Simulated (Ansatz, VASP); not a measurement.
## SiC: VASP beside Ansatz

```
Si C
1.0
    -3.10840    3.61713    2.53317
     3.10840   -3.61713    2.53317
     3.10840    3.61713   -2.53317
Si C
6 6
Direct
  0.34491 0.39600 0.74091
  0.15509 0.89600 0.05110
  0.84491 0.10400 0.94890
  0.65509 0.60400 0.25909
  0.75000 0.25000 0.50000
  0.25000 0.75000 0.50000
  0.34491 0.10400 0.44890
  0.15509 0.60400 0.75909
  0.25000 0.25000 0.00000
  0.75000 0.75000 0.00000
  0.84491 0.39600 0.24091
  0.65509 0.89600 0.55110
```

Alike in both runs: task single point; functional PBE; k mesh 4 × 4 × 4; occupations gaussian, width 0.1 eV; no spin polarisation.

```csv
,VASP,Ansatz
version,VASP 6.6.1,Ansatz 0.2.0
potentials or method,"VASP PAW PBE potentials, release 64 (Si, C), cutoff 520 eV","scalar-relativistic, plane waves, PAW"
valence electrons in the cell,48,48
```

```csv
,VASP,Ansatz,Ansatz less VASP
gap on the k mesh at the Fermi level (eV),1.33,1.35,+0.017
least direct gap on the mesh (eV),1.65,1.67,+0.018
rms of the force components (eV/Å),0.711,0.708,-0.0027
```

Atom by atom the forces differ by 0.003 eV/Å (rms over components). With one functional, cell and mesh, what is left measures potentials, basis and numerics.
